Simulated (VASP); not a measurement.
# Si (Fmmm) in VASP: a series of runs

Runs on Si. Level: LDA. Tasks: single point.

Program: VASP 6.6.1. These are calculated values, not measurements. Logs are shortened: lines on timing, memory, paths and dates and some standing lists are left out, and cuts for length are marked.

**1. The cell of the first run**

The structure is orthorhombic, space group Fmmm (No. 69). The conventional cell has a = 4.712 Å, b = 5.129 Å, c = 9.779 Å, α = 90.00°, β = 90.00°, γ = 90.00°. Si (site symmetry m2m) has 8 Si at 2.36 to 2.93 Å within 3.1 Å. Within 3.2 Å of Si (site symmetry mm2) lie 8 Si at 2.40 to 2.93 Å.

**2. Single point, LDA**

INCAR

```
PREC = Accurate
ENCUT = 520
EDIFF = 1E-6
ISMEAR = 0
SIGMA = 0.15
LREAL = False
LASPH = True
NELM = 80
ALGO = Normal
ISIF = 2
LWAVE = False
LCHARG = True
GGA = CA
LELF = True
LVHAR = True
NBANDS = 16
```

KPOINTS

```
Automatic mesh
0
Gamma
  16 16 16
```

POSCAR

```
Si
1.0
    0.0000000000      2.5645696507      4.8896110532
    2.3559581317      0.0000000000      4.8896110532
    2.3559581317      2.5645696507      0.0000000000
Si
4
Direct
    0.7297169282      0.2702830718      0.7297169282
    0.2702830718      0.7297169282      0.2702830718
    0.7744251954      0.7744251954      0.2255748046
    0.2255748046      0.2255748046      0.7744251954
```

Potentials or basis: VASP PAW LDA potentials, release 64 (Si).

On the command line:

```bash
> cat potpaw_LDA.64/Si/POTCAR > POTCAR
> mpirun -np 1 vasp_std > vasp.out
```

OUTCAR:

```text
PREC = Accurate
   ENCUT = 520
   EDIFF = 1E-6
   ISMEAR = 0
   LREAL = False
   LASPH = True
   NELM = 80
   ISIF = 2
   GGA = CA

 ion  position               nearest neighbor table
   1  0.730  0.270  0.730-   2 2.36   2 2.37   2 2.37   3 2.61   4 2.61   2 2.77   3 2.93   4 2.93

   2  0.270  0.730  0.270-   1 2.36   1 2.37   1 2.37   3 2.61   4 2.61   1 2.77   3 2.93   4 2.93

   3  0.774  0.774  0.226-   4 2.40   4 2.40   1 2.61   2 2.61   4 2.61   4 2.61   2 2.93   1 2.93

   4  0.226  0.226  0.774-   3 2.40   3 2.40   1 2.61   2 2.61   3 2.61   3 2.61   2 2.93   1 2.93

  LATTYP: Found a face centered orthorhombic cell.
 ALAT       =     4.7119162634
 B/A-ratio  =     1.0885463609
 C/A-ratio  =     2.0754235771

  Lattice vectors:

 A1 = (   0.0000000000,   2.5645696507,   4.8896110532)
 A2 = (   2.3559581317,   0.0000000000,   4.8896110532)
 A3 = (   2.3559581317,   2.5645696507,   0.0000000000)

Analysis of symmetry for initial positions (statically):
=====================================================================
 Subroutine PRICEL returns:
 Original cell was already a primitive cell.

 Routine SETGRP: Setting up the symmetry group for a
 face centered orthorhombic supercell.

 Subroutine GETGRP returns: Found  8 space group operations
 (whereof  8 operations were pure point group operations)
 out of a pool of  8 trial point group operations.

The static configuration has the point symmetry D_2h.

Analysis of symmetry for dynamics (positions and initial velocities):
=====================================================================
 Subroutine PRICEL returns:
 Original cell was already a primitive cell.

 Routine SETGRP: Setting up the symmetry group for a
 face centered orthorhombic supercell.

 Subroutine GETGRP returns: Found  8 space group operations
 (whereof  8 operations were pure point group operations)
 out of a pool of  8 trial point group operations.

The dynamic configuration has the point symmetry D_2h.

 Subroutine INISYM returns: Found  8 space group operations
 (whereof  8 operations are pure point group operations),
 and found     1 'primitive' translations

----------------------------------------------------------------------------------------

                                     Primitive cell

  volume of cell :      59.0862

  direct lattice vectors                    reciprocal lattice vectors
     0.000000000  2.564569651  4.889611053    -0.212227880  0.194964485  0.102257622
     2.355958132  0.000000000  4.889611053     0.212227880 -0.194964485  0.102257622
     2.355958132  2.564569651  0.000000000     0.212227880  0.194964485 -0.102257622

  length of vectors
     5.521350717  5.427599374  3.482464101     0.305791505  0.305791505  0.305791505

  position of ions in fractional coordinates (direct lattice)
     0.729716928  0.270283072  0.729716928
     0.270283072  0.729716928  0.270283072
     0.774425195  0.774425195  0.225574805
     0.225574805  0.225574805  0.774425195

  ion indices of the primitive-cell ions
   primitive index   ion index
                 1           1
                 2           2
                 3           3
                 4           4

----------------------------------------------------------------------------------------

 KPOINTS: Automatic mesh

Automatic generation of k-mesh.
 Grid dimensions read from file:
 generate k-points for:   16   16   16

 Generating k-lattice:

  Cartesian coordinates                     Fractional coordinates (reciprocal lattice)
    -0.013264243  0.012185280  0.006391101     0.062500000  0.000000000  0.000000000
     0.013264243 -0.012185280  0.006391101    -0.000000000  0.062500000 -0.000000000
     0.013264243  0.012185280 -0.006391101     0.000000000 -0.000000000  0.062500000

  Length of vectors
     0.019111969  0.019111969  0.019111969

  Shift w.r.t. Gamma in fractional coordinates (k-lattice)
     0.000000000  0.000000000  0.000000000

 Subroutine IBZKPT returns following result:
 ===========================================

 Found    621 irreducible k-points:

 Following reciprocal coordinates:
            Coordinates               Weight
  0.000000  0.000000  0.000000      1.000000
  0.062500 -0.000000  0.000000      8.000000
  0.125000 -0.000000  0.000000      8.000000
  0.187500  0.000000  0.000000      8.000000
  0.250000 -0.000000  0.000000      8.000000
  0.312500  0.000000  0.000000      8.000000
[... 16 lines left out ...]
 -0.125000  0.062500  0.000000      8.000000
 -0.062500  0.062500  0.000000      4.000000
 [... further k-points ...]
   k-points           NKPTS =    621   k-points in BZ     NKDIM =    621   number of bands    NBANDS=     16
   number of dos      NEDOS =    301   number of ions     NIONS =      4
   total plane-waves  NPLWV =  47040
   dimension x,y,z NGX =    42 NGY =   40 NGZ =   28
   dimension x,y,z NGXF=    84 NGYF=   80 NGZF=   56
   ions per type =               4
   NGX,Y,Z   is equivalent  to a cutoff of  12.65, 12.25, 13.37 a.u.
   NGXF,Y,Z  is equivalent  to a cutoff of  25.29, 24.50, 26.73 a.u.
 SYSTEM =  unknown system
   PREC   = accura    normal or accurate (medium, high low for compatibility)
   ISTART =      0    job   : 0-new  1-cont  2-samecut
   ICHARG =      2    charge: 1-file 2-atom 10-const
   ISPIN  =      1    spin polarized calculation?
   LNONCOLLINEAR =      F non collinear calculations
   LSORBIT =      F    spin-orbit coupling
   LASPH  =      T    aspherical Exc in radial PAW
   ENCUT  =  520.0 eV  38.22 Ry    6.18 a.u.  10.27 10.09  6.48*2*pi/ulx,y,z
   NELM   =     80;   NELMIN=  2; NELMDL= -5     # of ELM steps
   EDIFF  = 0.1E-05   stopping-criterion for ELM
   LREAL  =      F    real-space projection
   EDIFFG = 0.1E-04   stopping-criterion for IOM
   NSW    =      0    number of steps for IOM
   IBRION =     -1    ionic relax: 0-MD 1-quasi-New 2-CG
   NFREE  =      0    steps in history (QN), initial steepest desc. (CG)
   ISIF   =      2    stress and relaxation
   ISYM   =      2    0-nonsym 1-usesym 2-fastsym
   POTIM  = 0.5000    time-step for ionic-motion
   TEBEG  =    0.0;   TEEND  =   0.0 temperature during run
   PSTRESS=    0.0 pullay stress
   NELECT =      16.0000    total number of electrons
   NUPDOWN=      -1.0000    fix difference up-down
   EMIN   =  10.00;   EMAX   =-10.00  energy-range for DOS
   EFERMI =   0.00;   METHOD = LEGACY
   ISMEAR =     0;   SIGMA  =   0.15  broadening in eV -4-tet -1-fermi 0-gaus
   EFERMI_NEDOS =   21; number of points for ismear=-14 and -15
   IALGO  =     38    algorithm
   IMIX   =      4    mixing-type and parameters
     AMIX     =   0.40;   BMIX     =  1.00
     AMIX_MAG =   1.60;   BMIX_MAG =  1.00
  volume/ion in A,a.u.               =      14.77        99.68
  Fermi-wavevector in a.u.,A,eV,Ry     =   1.059138  2.001481 15.262663  1.121774
  Thomas-Fermi vector in A             =   2.194473
   LORBIT       =      0    0 simple, 1 ext, 2 COOP (PROOUT), +10 PAW based schemes
   GGA     = CA    functional components
   LHFCALC =     F    Hartree Fock is set to
   AEXX    =    0.0000 exact exchange contribution
   IVDW    =     0    specifies the selected vdW correction
   LEPSILON=     F    determine dielectric tensor
   LRPA    =     F    only Hartree local field effects (RPA)
 non-spin polarized calculation
 Gauss-broadening in eV      SIGMA  =   0.15
  energy-cutoff  :      520.00
  volume of cell :       59.09
 maximum number of plane-waves:      1614
 NGX is ok and might be reduce to    42

 number of electron      16.0000000 magnetization

 Free energy of the ion-electron system (eV)
  ---------------------------------------------------
  ext. energy  EPLUGINS =         0.00000000
  ---------------------------------------------------
  free energy    TOTEN  =       -22.83697355 eV

  energy without entropy =      -22.82134536  energy(sigma->0) =      -22.82915945

 E-fermi :   9.5756     XC(G=0): -11.1088

 val. band max:        9.5739276892   @ k =   0.2500  -0.2500   0.1875
 cond. band min:       9.5770807058   @ k =   0.1250   0.1875   0.0625
 fundamental gap:      0.0031530166
 Fermi energy:         9.5755849377

 k-point     1 :       0.0000    0.0000    0.0000
  band No.  band energies     occupation
      1      -4.4724      2.00000
      2       0.6349      2.00000
      3       2.3756      2.00000
      4       7.2571      2.00000
      5       7.3569      2.00000
      6       7.6246      2.00000
[... 8 lines left out ...]
     15      17.1433      0.00000
     16      17.2640      0.00000

 k-point     2 :       0.0625   -0.0000    0.0000
  band No.  band energies     occupation
      1      -4.4200      2.00000
      2       0.6129      2.00000
      3       2.4957      2.00000
      4       6.5819      2.00000
      5       7.0049      2.00000
      6       7.3348      2.00000
[... 8 lines left out ...]
     15      17.2280      0.00000
     16      17.6021      0.00000

 k-point     3 :       0.1250   -0.0000    0.0000
  band No.  band energies     occupation
      1      -4.2628      2.00000
      2       0.5743      2.00000
      3       2.8255      2.00000
      4       5.3685      2.00000
      5       6.0790      2.00000
      6       7.4104      2.00000
[... 8 lines left out ...]
     15      17.0717      0.00000
     16      17.4149      0.00000

 k-point     4 :       0.1875    0.0000    0.0000
  band No.  band energies     occupation
      1      -4.0012      2.00000
      2       0.5660      2.00000
      3       3.2844      2.00000
      4       4.1545      2.00000
      5       5.1706      2.00000
      6       7.5267      2.00000
[... 8 lines left out ...]
     15      16.6322      0.00000
     16      17.0214      0.00000
[... 324 lines left out ...]
 k-point    22 :      -0.1875    0.0625    0.0000
  band No.  band energies     occupation
      1      -3.7048      2.00000
      2       1.1114      2.00000
      3       3.0227      2.00000
      4       3.4503      2.00000
      5       3.9825      2.00000
      6       7.8079      2.00000
[... 8 lines left out ...]
     15      16.1474      0.00000
     16      17.0513      0.00000

 k-point    23 :      -0.1250    0.0625    0.0000
  band No.  band energies     occupation
      1      -4.0474      2.00000
      2       0.9733      2.00000
      3       2.8252      2.00000
      4       4.3773      2.00000
      5       4.8437      2.00000
      6       7.6082      2.00000
[... 8 lines left out ...]
     15      16.5687      0.00000
     16      17.2860      0.00000

 k-point    24 :      -0.0625    0.0625    0.0000
  band No.  band energies     occupation
      1      -4.2860      2.00000
      2       0.8158      2.00000
      3       2.5454      2.00000
      4       5.5460      2.00000
      5       5.8682      2.00000
      6       7.4450      2.00000
[... 8 lines left out ...]
     15      17.3156      0.00000
     16      17.3456      0.00000

 [... further k-points ...]

------------------------ aborting loop because EDIFF is reached ----------------------------------------

  FORCE on cell =-STRESS in cart. coord.  units (eV):
  Direction    XX          YY          ZZ          XY          YZ          ZX
  --------------------------------------------------------------------------------------
  -------------------------------------------------------------------------------------
  Total        3.0280996      1.1641205     -2.3052348      0.0000000      0.0000000      0.0000000
  in kB       82.1096808     31.5661871    -62.5085424      0.0000000      0.0000000      0.0000000
  external PRESSURE =      17.0557752 kB  Pullay stress =       0.0000000 kB

 VOLUME and BASIS-vectors are now :
 -----------------------------------------------------------------------------
  energy-cutoff  :      520.00
  volume of cell :       59.09
      direct lattice vectors                 reciprocal lattice vectors
     0.000000000  2.564569651  4.889611053    -0.212227880  0.194964485  0.102257622
     2.355958132  0.000000000  4.889611053     0.212227880 -0.194964485  0.102257622
     2.355958132  2.564569651  0.000000000     0.212227880  0.194964485 -0.102257622

 POSITION                                       TOTAL-FORCE (eV/Angst)
 -----------------------------------------------------------------------------------
      2.35596      3.74282      4.88961         0.000000      0.325315      0.000000
      2.35596      1.38632      4.88961         0.000000     -0.325315      0.000000
      2.35596      2.56457      7.57328         0.000000      0.000000      0.202661
      2.35596      2.56457      2.20595         0.000000      0.000000     -0.202661
 -----------------------------------------------------------------------------------
    total drift:                                0.000000     -0.000000      0.000000

  FREE ENERGIE OF THE ION-ELECTRON SYSTEM (eV)
  ---------------------------------------------------
  free  energy   TOTEN  =       -22.8369735485 eV

  energy  without entropy=      -22.8213453574  energy(sigma->0) =      -22.82915945
```

Wall time 14 min (1 thread of Intel Xeon Platinum 8375C at 2.90GHz (Ice Lake), shared host); peak memory 0.49 GiB.

Results:

- Free energy: -22.8370 eV
- Pressure: 1.7 GPa
- Largest force: 0.325 eV/Å
- Band gap on the k mesh: zero (bands 8 and 9 overlap by 4.63 eV)

Forces on the atoms (eV/Å):
```
Si   0.000  0.325  0.000
Si   0.000 -0.325  0.000
Si   0.000  0.000  0.203
Si   0.000  0.000 -0.203
```

Caveat: the stress differs along the axes, from -6 to 8 GPa.

**3. Single point, LDA**

This run uses another cell than the first one, of the same volume but with other edges.

INCAR

```
PREC = Accurate
ENCUT = 520
EDIFF = 1E-7
ISMEAR = 0
SIGMA = 0.15
LREAL = False
LASPH = True
NELM = 100
ALGO = Normal
ISIF = 2
LWAVE = False
LCHARG = False
NBANDS = 16
```

KPOINTS

```
regular mesh
0
Gamma
  16 16 16
```

POSCAR

```
Si
1.0
    0.0000000000      2.6836238889      4.4653963484
    2.4653280607      0.0000000000      4.4653963484
    2.4653280607      2.6836238889      0.0000000000
Si
4
Direct
    0.7297169282      0.2702830718      0.7297169282
    0.2702830718      0.7297169282      0.2702830718
    0.7744251954      0.7744251954      0.2255748046
    0.2255748046      0.2255748046      0.7744251954
```

Potentials or basis: VASP PAW LDA potentials, release 64 (Si).

On the command line:

```bash
> cat potpaw_LDA.64/Si/POTCAR > POTCAR
> mpirun -np 1 vasp_std > vasp.out
```

It took 13 min on 1 thread of Intel Xeon Platinum 8375C at 2.90GHz (Ice Lake), shared host; peak memory 0.48 GiB.

The run converged. Its results:

| Quantity | Value |
| --- | --- |
| Free energy | -22.9591 eV |
| Pressure | -0.1 GPa |
| Largest force | 0.165 eV/Å |
| Band gap on the k mesh | zero (bands 8 and 9 overlap by 3.60 eV) |

Forces in eV/Å, atoms in the order of the input:
```
Si   0.000 -0.108  0.000
Si   0.000  0.108  0.000
Si   0.000  0.000 -0.165
Si   0.000  0.000  0.165
```

Stress tensor (GPa, compression positive):
```
-3.51  0.00  0.00
 0.00 -0.23  0.00
 0.00  0.00  3.29
```

Levels at points of the mesh, in eV from the Fermi level:
| k point | band 5 | band 6 | band 7 | band 8 | band 9 | band 10 | band 11 | band 12 |
| --- | --- | --- | --- | --- | --- | --- | --- | --- |
| (0.00, 0.00, 0.00) | -2.79 | -2.30 | -2.26 | -2.06 | -2.00 | 1.19 | 1.58 | 4.40 |
| (0.50, 0.00, 0.00) | -1.78 | -1.44 | -0.92 | 0.03 | 0.14 | 0.27 | 2.73 | 2.82 |
| (0.50, 0.50, 0.00) | -2.79 | -2.69 | 0.83 | 1.60 | 1.63 | 2.49 | 3.16 | 3.36 |
| (0.50, 0.00, 0.50) | -5.56 | -5.30 | -2.49 | -2.17 | -1.96 | -1.78 | 5.86 | 6.56 |
| (0.00, 0.50, 0.50) | -6.97 | -6.67 | -2.71 | -1.67 | -1.53 | 1.50 | 5.44 | 5.88 |

Caveat: the stress differs along the axes, from -4 to 3 GPa.

**4. Single point, LDA**

This run uses another cell than the first one, of the same volume but with other edges.

INCAR

```
SYSTEM = Si
  ALGO = Normal
  EDIFF = 1E-7
  ENCUT = 520
  GGA = CA
  ISIF = 2
  ISMEAR = 0
  LASPH = .True.
  LCHARG = .False.
  LREAL = .False.
  LWAVE = .False.
  NBANDS = 16
  NELM = 60
  PREC = Accurate
  SIGMA = 0.15
```

KPOINTS

```
k-points
0
Gamma
  16 16 16
  0 0 0
```

POSCAR

```
Si
1.0
    0.0000000000      2.6046475249      4.7402952242
    2.3927759244      0.0000000000      4.7402952242
    2.3927759244      2.6046475249      0.0000000000
Si
4
Direct
    0.7297169282      0.2702830718      0.7297169282
    0.2702830718      0.7297169282      0.2702830718
    0.7744251954      0.7744251954      0.2255748046
    0.2255748046      0.2255748046      0.7744251954
```

On the command line:

```bash
> cat potpaw_LDA.64/Si/POTCAR > POTCAR
> mpirun -np 1 vasp_std > vasp.out
```

It took 12 min on 1 thread of Intel Xeon Platinum 8375C at 2.90GHz (Ice Lake), shared host; peak memory 0.48 GiB.

It converged, with:

```
Free energy            : -22.9434 eV
Pressure               : 0.6 GPa
Largest force          : 0.170 eV/Å
Band gap on the k mesh : zero (bands 8 and 9 overlap by 4.23 eV)
```

Forces in eV/Å, atoms in the order of the input:
```
Si   0.000  0.170  0.000
Si   0.000 -0.170  0.000
Si   0.000  0.000  0.113
Si   0.000  0.000 -0.113
```

Stress tensor (GPa, compression positive):
```
 4.28  0.00  0.00
 0.00  1.17  0.00
 0.00  0.00 -3.57
```

Levels at points of the mesh, in eV from the Fermi level:
| k point | band 6 | band 7 | band 8 | band 9 | band 10 | band 11 |
| --- | --- | --- | --- | --- | --- | --- |
| (0.00, 0.00, 0.00) | -2.21 | -1.98 | -1.51 | -1.16 | 1.35 | 1.77 |
| (0.50, 0.00, 0.00) | -1.55 | -1.05 | 0.10 | 0.52 | 0.61 | 3.28 |
| (0.50, 0.50, 0.00) | -2.44 | -0.45 | 0.24 | 2.12 | 2.72 | 2.78 |
| (0.50, 0.00, 0.50) | -5.44 | -3.30 | -3.03 | -2.00 | -1.82 | 4.69 |
| (0.00, 0.50, 0.50) | -6.56 | -2.57 | -2.53 | -2.15 | 1.19 | 4.01 |

Caveat: the stress differs along the axes, from -4 to 4 GPa.

**5. The runs side by side**

| cell | gap on the mesh (eV) | pressure (GPa) | largest force (eV/Å) |
| --- | --- | --- | --- |
| a = 5.521, b = 5.428, c = 3.482 Å, angles 72.9, 70.0, 37.1°, 4 atoms | none | 1.7 | 0.33 |
| a = 5.210, b = 5.101, c = 3.644 Å, angles 70.9, 67.7, 41.4°, 4 atoms | none | -0.1 | 0.17 |
| a = 5.409, b = 5.310, c = 3.537 Å, angles 72.3, 69.2, 38.5°, 4 atoms | none | 0.6 | 0.17 |

Alike in all rows: task single point; level LDA; potentials or basis VASP PAW LDA potentials, release 64 (Si); no spin polarisation; k mesh 16 × 16 × 16; cutoff (eV) 520; smearing gaussian 0.15 eV.

Caveats: the stress differs along the axes, from -6 to 8 GPa (at least some runs); the stress differs along the axes, from -4 to 3 GPa (at least some runs); the stress differs along the axes, from -4 to 4 GPa (at least some runs).

Total energies depend on the potentials used, so only differences within one code and one set of settings carry meaning.
